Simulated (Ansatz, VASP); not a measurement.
**Two plane-wave programs on ZrSO2F**

POSCAR

```
ZrSO2F
1.0
    6.3408010000      0.0000000000      0.0000000000
    0.0000000000      5.1577070000      0.0000000000
   -1.2919400000      0.0000000000      4.0408810000
O Zr F S
4 2 2 2
Direct
    0.6891000000      0.0363000000      0.3323000000
    0.3109000000      0.5363000000      0.6677000000
    0.3109000000      0.9637000000      0.6677000000
    0.6891000000      0.4637000000      0.3323000000
    0.2894000000      0.2500000000      0.1517000000
    0.7106000000      0.7500000000      0.8483000000
    0.8814000000      0.2500000000      0.7818000000
    0.1186000000      0.7500000000      0.2182000000
    0.8278000000      0.2500000000      0.4245000000
    0.1722000000      0.7500000000      0.5755000000
```

Contents of INCAR.step1:

```
SYSTEM = ZrSO2F
PREC = Accurate ; ENCUT = 520
ISMEAR = -1 ; SIGMA = 0.1
LREAL = .False. ; LASPH = .True.
NELM = 80 ; NBANDS = 48
GGA = PE ; ALGO = Normal
EDIFF = 1E-4 ; LWAVE = .True.
LCHARG = .False.
```

INCAR.step2

```
SYSTEM = ZrSO2F
PREC = Accurate ; ENCUT = 520
EDIFF = 1E-6 ; ISMEAR = -1
SIGMA = 0.1 ; LREAL = .False.
LASPH = .True. ; NELM = 80
ALGO = Normal ; ISIF = 2
LWAVE = .False. ; LCHARG = .True.
METAGGA = R2SCAN ; LMIXTAU = .True.
LELF = .True. ; LVHAR = .True.
NBANDS = 48 ; ISTART = 1
```

KPOINTS

```
Automatic mesh
0
Gamma
  3 4 5
  0 0 0
```

Input for Ansatz:

```yaml
crystal:
  lattice:
    - [6.340801, 0.0, 0.0]
    - [0.0, 5.157707, 0.0]
    - [-1.29194, 0.0, 4.040881]
  atoms:
    - { symbol: O, position: [0.6891, 0.0363, 0.3323] }
    - { symbol: O, position: [0.3109, 0.5363, 0.6677] }
    - { symbol: O, position: [0.3109, 0.9637, 0.6677] }
    - { symbol: O, position: [0.6891, 0.4637, 0.3323] }
    - { symbol: Zr, position: [0.2894, 0.25, 0.1517] }
    - { symbol: Zr, position: [0.7106, 0.75, 0.8483] }
    - { symbol: F, position: [0.8814, 0.25, 0.7818] }
    - { symbol: F, position: [0.1186, 0.75, 0.2182] }
    - { symbol: S, position: [0.8278, 0.25, 0.4245] }
    - { symbol: S, position: [0.1722, 0.75, 0.5755] }
  symmetry: { tolerance: 0.0003 }
kpoints:
  mp_grid: { grid: [3, 4, 5], shift: [0, 0, 0] }
magnetization:
  spin_polarized: false
scf:
  occupations: { method: fermi_dirac }
hamiltonian:
  pseudopotentials: { kind: paw }
  xc: r2scan
basis:
  ecutwfc: 500
output:
  forces: true
  stress: true
  eigenvalues: true
```

Alike in both runs: task single point; functional r2SCAN; k mesh 3 × 4 × 5; no spin polarisation.

|  | VASP | Ansatz |
| --- | --- | --- |
| version | VASP 6.6.1 | Ansatz 0.2.0 |
| potentials or method | VASP PAW PBE potentials, release 64 (O, Zr_sv, F, S), cutoff 520 eV | PAW plane waves |
| occupations | fermi-dirac, width 0.1 eV | fermi-dirac |
| valence electrons in the cell | 74 | 74 |

VASP gave:

* gap on the k mesh at the Fermi level (eV): none
* pressure (GPa): 27.7
* traceless stress, the component that is largest in VASP (GPa): -8.76
* rms of the force components (eV/Å): 4.824

**Question.** What did Ansatz give for the same quantities?

**Answer.** gap on the k mesh at the Fermi level (eV): none; pressure (GPa): 30.0; traceless stress, the component that is largest in VASP (GPa): -9.14; rms of the force components (eV/Å): 5.086.

VASP's potentials were made for PBE, not for r2SCAN. Atom by atom the forces differ by 0.366 eV/Å (rms over components). A gap of «none» marks a metal or a gap that the smearing closes.
